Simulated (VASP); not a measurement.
# Ge in VASP: single point with PBEsol

Aim: the single point of Ge with PBEsol.

All numbers are computed with VASP 6.6.1; they aren't measurements. Logs are shortened: lines on timing, memory, paths and dates and some standing lists are left out, and cuts for length are marked.

## (1) The cell of the first run

The cell holds a slab with vacuum, 6 atoms: a = 4.013 Å, b = 5.676 Å, c = 20.013 Å, α = 90.00°, β = 90.00°, γ = 90.00°.

## (2) Single point, PBEsol

Contents of INCAR:

```
ALGO = Normal ; EDIFF = 1E-6
ENCUT = 520 ; GGA = PS
ISIF = 2 ; ISMEAR = -1
LASPH = T ; LCHARG = T
LELF = T ; LREAL = F
LVHAR = T ; LWAVE = F
NBANDS = 51 ; NELM = 100
PREC = Accurate ; SIGMA = 0.02
```

Contents of KPOINTS:

```
k-points
0
Gamma
  7 5 1
```

Contents of POSCAR:

```
Ge
1.0
    4.0132604633      0.0000000000      0.0000000000
    0.0000000000      5.6756073765      0.0000000000
    0.0000000000      0.0000000000     20.0133000000
Ge
6
Direct
    0.7500000000      0.1188416350      0.4013984789
    0.2500000000      0.8811583650      0.4013984789
    0.2500000000      0.6247318786      0.5000000002
    0.7500000000      0.3752681214      0.5000000002
    0.7500000000      0.1188416345      0.5986015208
    0.2500000000      0.8811583655      0.5986015208
```

Potentials or basis: VASP PAW PBE potentials, release 64 (Ge_d).

Started as:

```
cat potpaw_PBE.64/Ge_d/POTCAR > POTCAR
mpirun -np 1 vasp_std > vasp.out
```

OUTCAR:

```text
EDIFF = 1E-6
   ENCUT = 520
   GGA = PS
   ISIF = 2
   ISMEAR = -1
   LASPH = T
   LREAL = F
   NELM = 100
   PREC = Accurate

 ion  position               nearest neighbor table
   1  0.750  0.119  0.401-   2 2.42   2 2.42   4 2.45
   2  0.250  0.881  0.401-   1 2.42   1 2.42   3 2.45
   3  0.250  0.625  0.500-   6 2.45   2 2.45   4 2.46   4 2.46
   4  0.750  0.375  0.500-   5 2.45   1 2.45   3 2.46   3 2.46
   5  0.750  0.119  0.599-   6 2.42   6 2.42   4 2.45
   6  0.250  0.881  0.599-   5 2.42   5 2.42   3 2.45

  LATTYP: Found a simple orthorhombic cell.
 ALAT       =     4.0132604633
 B/A-ratio  =     1.4142135624
 C/A-ratio  =     4.9867932029

  Lattice vectors:

 A1 = (   4.0132604633,   0.0000000000,   0.0000000000)
 A2 = (   0.0000000000,   5.6756073765,   0.0000000000)
 A3 = (   0.0000000000,   0.0000000000,  20.0133000000)

Analysis of symmetry for initial positions (statically):
=====================================================================
 Subroutine PRICEL returns:
 Original cell was already a primitive cell.

 Routine SETGRP: Setting up the symmetry group for a
 simple orthorhombic supercell.

 Subroutine GETGRP returns: Found  8 space group operations
 (whereof  4 operations were pure point group operations)
 out of a pool of  8 trial point group operations.

The static configuration has the point symmetry C_2h.
 The point group associated with its full space group is D_2h.

Analysis of symmetry for dynamics (positions and initial velocities):
=====================================================================
 Subroutine PRICEL returns:
 Original cell was already a primitive cell.

 Routine SETGRP: Setting up the symmetry group for a
 simple orthorhombic supercell.

 Subroutine GETGRP returns: Found  8 space group operations
 (whereof  4 operations were pure point group operations)
 out of a pool of  8 trial point group operations.

The dynamic configuration has the point symmetry C_2h.
 The point group associated with its full space group is D_2h.

 Subroutine INISYM returns: Found  8 space group operations
 (whereof  4 operations are pure point group operations),
 and found     1 'primitive' translations

----------------------------------------------------------------------------------------

                                     Primitive cell

  volume of cell :     455.8568

  direct lattice vectors                    reciprocal lattice vectors
     4.013260463  0.000000000  0.000000000     0.249173959  0.000000000  0.000000000
     0.000000000  5.675607377  0.000000000     0.000000000  0.176192596  0.000000000
     0.000000000  0.000000000 20.013300000     0.000000000  0.000000000  0.049966772

  length of vectors
     4.013260463  5.675607377 20.013300000     0.249173959  0.176192596  0.049966772

  position of ions in fractional coordinates (direct lattice)
     0.750000000  0.118841635  0.401398479
     0.250000000  0.881158365  0.401398479
     0.250000000  0.624731879  0.500000000
     0.750000000  0.375268121  0.500000000
     0.750000000  0.118841635  0.598601521
     0.250000000  0.881158365  0.598601521

  ion indices of the primitive-cell ions
   primitive index   ion index
                 1           1
                 2           2
                 3           3
                 4           4
                 5           5
                 6           6

----------------------------------------------------------------------------------------

 KPOINTS: k-points

Automatic generation of k-mesh.
 Grid dimensions read from file:
 generate k-points for:    7    5    1

 Generating k-lattice:

  Cartesian coordinates                     Fractional coordinates (reciprocal lattice)
     0.035596280  0.000000000  0.000000000     0.142857143  0.000000000  0.000000000
     0.000000000  0.035238519  0.000000000     0.000000000  0.200000000  0.000000000
     0.000000000  0.000000000  0.049966772     0.000000000  0.000000000  1.000000000

  Length of vectors
     0.035596280  0.035238519  0.049966772

  Shift w.r.t. Gamma in fractional coordinates (k-lattice)
     0.000000000  0.000000000  0.000000000

 Subroutine IBZKPT returns following result:
 ===========================================

 Found     12 irreducible k-points:

 Following reciprocal coordinates:
            Coordinates               Weight
  0.000000  0.000000  0.000000      1.000000
  0.142857  0.000000  0.000000      2.000000
  0.285714  0.000000  0.000000      2.000000
  0.428571  0.000000  0.000000      2.000000
  0.000000  0.200000  0.000000      2.000000
  0.142857  0.200000  0.000000      4.000000
  0.285714  0.200000  0.000000      4.000000
  0.428571  0.200000  0.000000      4.000000
  0.000000  0.400000  0.000000      2.000000
  0.142857  0.400000  0.000000      4.000000
  0.285714  0.400000  0.000000      4.000000
  0.428571  0.400000  0.000000      4.000000
   k-points           NKPTS =     12   k-points in BZ     NKDIM =     12   number of bands    NBANDS=     51
   number of dos      NEDOS =    301   number of ions     NIONS =      6
   total plane-waves  NPLWV = 189000
   dimension x,y,z NGX =    30 NGY =   42 NGZ =  150
   dimension x,y,z NGXF=    60 NGYF=   84 NGZF=  300
   ions per type =               6
   NGX,Y,Z   is equivalent  to a cutoff of  12.43, 12.30, 12.46 a.u.
   NGXF,Y,Z  is equivalent  to a cutoff of  24.85, 24.60, 24.92 a.u.
 SYSTEM =  unknown system
   PREC   = accura    normal or accurate (medium, high low for compatibility)
   ISTART =      0    job   : 0-new  1-cont  2-samecut
   ICHARG =      2    charge: 1-file 2-atom 10-const
   ISPIN  =      1    spin polarized calculation?
   LNONCOLLINEAR =      F non collinear calculations
   LSORBIT =      F    spin-orbit coupling
   LASPH  =      T    aspherical Exc in radial PAW
   ENCUT  =  520.0 eV  38.22 Ry    6.18 a.u.   7.46 10.55 37.21*2*pi/ulx,y,z
   NELM   =    100;   NELMIN=  2; NELMDL= -5     # of ELM steps
   EDIFF  = 0.1E-05   stopping-criterion for ELM
   LREAL  =      F    real-space projection
   EDIFFG = 0.1E-04   stopping-criterion for IOM
   NSW    =      0    number of steps for IOM
   IBRION =     -1    ionic relax: 0-MD 1-quasi-New 2-CG
   NFREE  =      0    steps in history (QN), initial steepest desc. (CG)
   ISIF   =      2    stress and relaxation
   ISYM   =      2    0-nonsym 1-usesym 2-fastsym
   POTIM  = 0.5000    time-step for ionic-motion
   TEBEG  =    0.0;   TEEND  =   0.0 temperature during run
   PSTRESS=    0.0 pullay stress
   NELECT =      84.0000    total number of electrons
   NUPDOWN=      -1.0000    fix difference up-down
   EMIN   =  10.00;   EMAX   =-10.00  energy-range for DOS
   EFERMI =   0.00;   METHOD = LEGACY
   ISMEAR =    -1;   SIGMA  =   0.02  broadening in eV -4-tet -1-fermi 0-gaus
   EFERMI_NEDOS =   21; number of points for ismear=-14 and -15
   IALGO  =     38    algorithm
   IMIX   =      4    mixing-type and parameters
     AMIX     =   0.40;   BMIX     =  1.00
     AMIX_MAG =   1.60;   BMIX_MAG =  1.00
  volume/ion in A,a.u.               =      75.98       512.71
  Fermi-wavevector in a.u.,A,eV,Ry     =   0.931591  1.760451 11.807968  0.867861
  Thomas-Fermi vector in A             =   2.058100
   LORBIT       =      0    0 simple, 1 ext, 2 COOP (PROOUT), +10 PAW based schemes
   GGA     = PS    functional components
   LHFCALC =     F    Hartree Fock is set to
   AEXX    =    0.0000 exact exchange contribution
   IVDW    =     0    specifies the selected vdW correction
   LEPSILON=     F    determine dielectric tensor
   LRPA    =     F    only Hartree local field effects (RPA)
 non-spin polarized calculation
  energy-cutoff  :      520.00
  volume of cell :      455.86
 maximum number of plane-waves:     12307
 NGX is ok and might be reduce to    30
   NGX = 15   NGY = 21   NGZ = 75

 number of electron      83.9999957 magnetization

 Free energy of the ion-electron system (eV)
  ---------------------------------------------------
  ext. energy  EPLUGINS =         0.00000000
  ---------------------------------------------------
  free energy    TOTEN  =       -26.21266479 eV

  energy without entropy =      -26.20657164  energy(sigma->0) =      -26.20961821

 E-fermi :  -1.9101     XC(G=0):  -3.8030

 val. band max:       -1.9294100577   @ k =   0.0000   0.4000   0.0000
 cond. band min:      -1.8906877352   @ k =   0.2857   0.4000   0.0000
 fundamental gap:      0.0387223225
 Fermi energy:        -1.9101371727

 k-point     1 :       0.0000    0.0000    0.0000
  band No.  band energies     occupation
      1     -26.4505      2.00000
      2     -26.4495      2.00000
      3     -26.4407      2.00000
      4     -26.4001      2.00000
      5     -26.3901      2.00000
      6     -26.3586      2.00000
[... 43 lines left out ...]
     50       2.4918      0.00000
     51       2.5008      0.00000

 k-point     2 :       0.1429    0.0000    0.0000
  band No.  band energies     occupation
      1     -26.4500      2.00000
      2     -26.4491      2.00000
      3     -26.4472      2.00000
      4     -26.4110      2.00000
      5     -26.3829      2.00000
      6     -26.3506      2.00000
[... 43 lines left out ...]
     50       1.8876      0.00000
     51       2.6906      0.00000

 k-point     3 :       0.2857    0.0000    0.0000
  band No.  band energies     occupation
      1     -26.4545      2.00000
      2     -26.4496      2.00000
      3     -26.4475      2.00000
      4     -26.4254      2.00000
      5     -26.3736      2.00000
      6     -26.3455      2.00000
[... 43 lines left out ...]
     50       3.2478      0.00000
     51       3.4188      0.00000
[... 379 lines left out ...]
 k-point    11 :       0.2857    0.4000    0.0000
  band No.  band energies     occupation
      1     -26.4552      2.00000
      2     -26.4495      2.00000
      3     -26.4415      2.00000
      4     -26.4341      2.00000
      5     -26.3550      2.00000
      6     -26.3493      2.00000
[... 43 lines left out ...]
     50       3.4507      0.00000
     51       3.5624      0.00000

 k-point    12 :       0.4286    0.4000    0.0000
  band No.  band energies     occupation
      1     -26.4559      2.00000
      2     -26.4525      2.00000
      3     -26.4437      2.00000
      4     -26.4413      2.00000
      5     -26.3390      2.00000
      6     -26.3383      2.00000
[... 43 lines left out ...]
     50       3.3932      0.00000
     51       3.4796      0.00000

------------------------ aborting loop because EDIFF is reached ----------------------------------------

  FORCE on cell =-STRESS in cart. coord.  units (eV):
  Direction    XX          YY          ZZ          XY          YZ          ZX
  --------------------------------------------------------------------------------------
  -------------------------------------------------------------------------------------
  Total        0.4613292      0.3531973     -0.0099431      0.0000000      0.0000000      0.0000000
  in kB        1.6214110      1.2413652     -0.0349466      0.0000000      0.0000000      0.0000000
  external PRESSURE =       0.9426099 kB  Pullay stress =       0.0000000 kB

 VOLUME and BASIS-vectors are now :
 -----------------------------------------------------------------------------
  energy-cutoff  :      520.00
  volume of cell :      455.86
      direct lattice vectors                 reciprocal lattice vectors
     4.013260463  0.000000000  0.000000000     0.249173959  0.000000000  0.000000000
     0.000000000  5.675607377  0.000000000     0.000000000  0.176192596  0.000000000
     0.000000000  0.000000000 20.013300000     0.000000000  0.000000000  0.049966772

 POSITION                                       TOTAL-FORCE (eV/Angst)
 -----------------------------------------------------------------------------------
      3.00995      0.67450      8.03331         0.000000      0.000939     -0.001377
      1.00332      5.00111      8.03331         0.000000     -0.000939     -0.001377
      1.00332      3.54573     10.00665         0.000000     -0.004212     -0.000000
      3.00995      2.12987     10.00665         0.000000      0.004212     -0.000000
      3.00995      0.67450     11.97999         0.000000      0.000939      0.001377
      1.00332      5.00111     11.97999         0.000000     -0.000939      0.001377
 -----------------------------------------------------------------------------------
    total drift:                               -0.000000      0.000000      0.000005

  FREE ENERGIE OF THE ION-ELECTRON SYSTEM (eV)
  ---------------------------------------------------
  free  energy   TOTEN  =       -26.2126647858 eV

  energy  without entropy=      -26.2065716417  energy(sigma->0) =      -26.20961821
```

Run time: 15 min. Hardware: 1 thread of Intel Xeon 8259CL, shared host; peak memory 0.55 GiB.

Results:

- Free energy: -26.2127 eV
- Largest force: 0.004 eV/Å
- Band gap on the k mesh: zero (bands 42 and 43 overlap by 0.31 eV)

Forces in eV/Å, atoms in the order of the input:
```
Ge   0.000  0.001 -0.001
Ge   0.000 -0.001 -0.001
Ge   0.000 -0.004  0.000
Ge   0.000  0.004  0.000
Ge   0.000  0.001  0.001
Ge   0.000 -0.001  0.001
```

Caveat: there is no dipole correction, which matters where the two faces differ; the PAW data sets were made with another functional, which shifts forces and pressure a little.

The gap in the log of VASP goes by the Fermi energy; the results here count the filled bands.